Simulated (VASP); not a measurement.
Set up this calculation in VASP 6.6.1, as the native input.

* Task: single point
* Functional: PBEsol
* Potentials or basis: VASP PAW PBE potentials, release 64 (Mg, O)
* Cutoff: 520 eV
* k mesh: 10 × 10 × 10
* Occupations: fermi-dirac, width 0.05 eV
* Spin: no spin polarisation
* Dipole correction: no
* Further INCAR settings: ALGO = Normal; EDIFF = 1e-07; NBANDS = 11

The structure of MgO lies in POSCAR:

```
MgO
1.0
    0.0000000000      2.2590823005      2.2590823005
    2.2590823005      0.0000000000      2.2590823005
    2.2590823005      2.2590823005      0.0000000000
Mg O
1 1
Direct
    0.5000000000      0.5000000000      0.5000000000
    0.7500000000      0.7500000000      0.7500000000
```

These files were run (other wordings do the same):

INCAR

```
PREC     = Accurate       # precision mode
ENCUT    = 520            # plane-wave cutoff, eV
EDIFF    = 1E-7           # SCF threshold, eV
ISMEAR   = -1             # smearing method
SIGMA    = 0.05           # smearing width, eV
LREAL    = F              # projectors in reciprocal space
LASPH    = T              # aspherical terms in the spheres
NELM     = 100            # most SCF steps
ALGO     = Normal         # electronic algorithm
ISIF     = 2              # what is computed and relaxed
LWAVE    = F              # write WAVECAR
LCHARG   = F              # write CHGCAR
GGA      = PS             # functional
NBANDS   = 11             # bands
```

KPOINTS

```
Automatic mesh
0
Gamma
  10 10 10
```

Potentials or basis: VASP PAW PBE potentials, release 64 (Mg, O).

Command:

```sh
$ cat potpaw_PBE.64/Mg/POTCAR potpaw_PBE.64/O/POTCAR > POTCAR
$ mpirun -np 1 vasp_std > vasp.out
```

It gave:

* Pressure: 4.6 GPa
* Band gap on the k mesh: 3.70 eV, direct

Caveat: the PAW data sets were made with another functional, which shifts forces and pressure a little.

Run time: 16 s on 1 thread of Intel Xeon 8259CL, with other jobs on the host, peak memory 0.14 GiB.
